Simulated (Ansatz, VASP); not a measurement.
## One calculation of Pt, two programs

Contents of INCAR:

```
SYSTEM = Pt
PREC     = Accurate       ! precision mode
ENCUT    = 520            ! plane-wave cutoff, eV
EDIFF    = 1E-6           ! SCF threshold, eV
ISMEAR   = -1             ! smearing method
SIGMA    = 0.1            ! smearing width, eV
LREAL    = .False.        ! projectors in reciprocal space
LASPH    = .True.         ! aspherical terms in the spheres
NELM     = 80             ! most SCF steps
ALGO     = Normal         ! electronic algorithm
ISIF     = 2              ! what is computed and relaxed
LWAVE    = .False.        ! write WAVECAR
LCHARG   = .True.         ! write CHGCAR
GGA      = RE             ! functional
LELF     = .True.         ! ELF
LVHAR    = .True.       
NBANDS   = 17             ! bands
```

The input KPOINTS:

```
Automatic mesh
0
Gamma
  11 11 11
  0 0 0
```

The input POSCAR:

```
Pt
1.0
    0.0000000000      3.0194834196      3.0194834196
    3.0194834196      0.0000000000      3.0194834196
    3.0194834196      3.0194834196      0.0000000000
Pt
2
Direct
    0.1250000000      0.1250000000      0.1250000000
    0.8750000000      0.8750000000      0.8750000000
```

Input for Ansatz:

```yaml
crystal:
  lattice:
    - [0.0, 3.0194834196, 3.0194834196]
    - [3.0194834196, 0.0, 3.0194834196]
    - [3.0194834196, 3.0194834196, 0.0]
  atoms:
    - { symbol: Pt, position: [0.125, 0.125, 0.125] }
    - { symbol: Pt, position: [0.875, 0.875, 0.875] }
hamiltonian:
  xc: revpbe
  pseudopotentials:
    kind: paw
    azcp:
      Pt: "pseudopotentials/Pt.paw.azcp"
basis:
  ecutwfc: 420
  fft_grid_basis: typed
kpoints:
  mp_grid: { grid: [11, 11, 11], shift: [0, 0, 0] }
magnetization:
  spin_polarized: false
scf:
  occupations: { method: fermi_dirac, width: 0.1 }
  lower_state_search: "off"
output:
  stress: true
  write_density: true
  write_potential: true
  elf: true
  volumetric_format: npy
```

Alike in both runs: task single point; functional revPBE; k mesh 11 × 11 × 11; occupations fermi-dirac, width 0.1 eV; no spin polarisation.

|  | VASP | Ansatz |
| --- | --- | --- |
| version | VASP 6.6.1 | Ansatz 0.2.0 |
| potentials or method | VASP PAW PBE potentials, release 64 (Pt), cutoff 520 eV | plane waves (420 eV) with PAW, scalar-relativistic |
| valence electrons in the cell | 20 | 36 |

|  | VASP | Ansatz | Ansatz less VASP |
| --- | --- | --- | --- |
| pressure (GPa) | -8.7 | -8.6 | +0.15 |

VASP's potentials were made for PBE, not for revPBE. With one functional, cell and mesh, what is left measures potentials, basis and numerics. VASP's potentials hold 20 valence electrons a cell and Ansatz's 36, so a difference there can come from the potentials and not from the codes.

Spin-orbit coupling is off throughout.
